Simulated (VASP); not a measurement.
Write the native input for VASP 6.6.1 that does the following.

```yaml
Task: relaxation of cell and atoms
Functional: PBE
Potentials_or_basis: VASP PAW PBE potentials, release 64 (Zn)
Cutoff: 600 eV
k_mesh: 12 × 12 × 12
Occupations: fermi-dirac, width 0.05 eV
Spin: no spin polarisation
Dipole_correction: no
Further_INCAR_settings: ALGO = Normal; EDIFF = 1e-07; IBRION = 2; EDIFFG = -0.01; NSW = 60; ISIF = 3
```

The structure of Zn lies in POSCAR:

```
Zn
1.0
   -1.5690370000      1.5690370000      1.5690370000
    1.5690370000     -1.5690370000      1.5690370000
    1.5690370000      1.5690370000     -1.5690370000
Zn
1
Direct
    0.0000000000      0.0000000000      0.0000000000
```

One way to write it, as run:

INCAR

```
SYSTEM = Zn
PREC = Accurate
ENCUT = 600
EDIFF = 1E-7
ISMEAR = -1
SIGMA = 0.05
LREAL = .False.
LASPH = .True.
NELM = 100
ALGO = Normal
ISIF = 3
LWAVE = .False.
LCHARG = .False.
GGA = PE
IBRION = 2
NSW = 60
EDIFFG = -0.01
```

KPOINTS

```
Automatic mesh
0
Gamma
  12 12 12
  0 0 0
```

Potentials or basis: VASP PAW PBE potentials, release 64 (Zn).

Command:

```sh
$ cat potpaw_PBE.64/Zn/POTCAR > POTCAR
$ mpirun -np 1 vasp_std > vasp.out
```

Results of the run:

```json
{
 "Relaxed volume": "15.43 Å³/atom",
 "Relaxed cell": "a = 2.716 Å, b = 2.716 Å, c = 2.716 Å, α = 109.47°, β = 109.47°, γ = 109.47°",
 "Space group after relaxing (to 0.05 Å)": "Im-3m (No. 229)",
 "Energy gained by relaxing": "0.0 meV/atom",
 "Ionic steps": "2",
 "Pressure after relaxing": "0.0 GPa",
 "Band gap on the k mesh": "zero (band 6 reaches 7.29 eV, above the bottom of band 7 at 2.11 eV)"
}
```

Wall time 11 s on 1 thread of Intel Xeon 6975P-C, with other jobs on the host, peak memory 0.15 GiB.
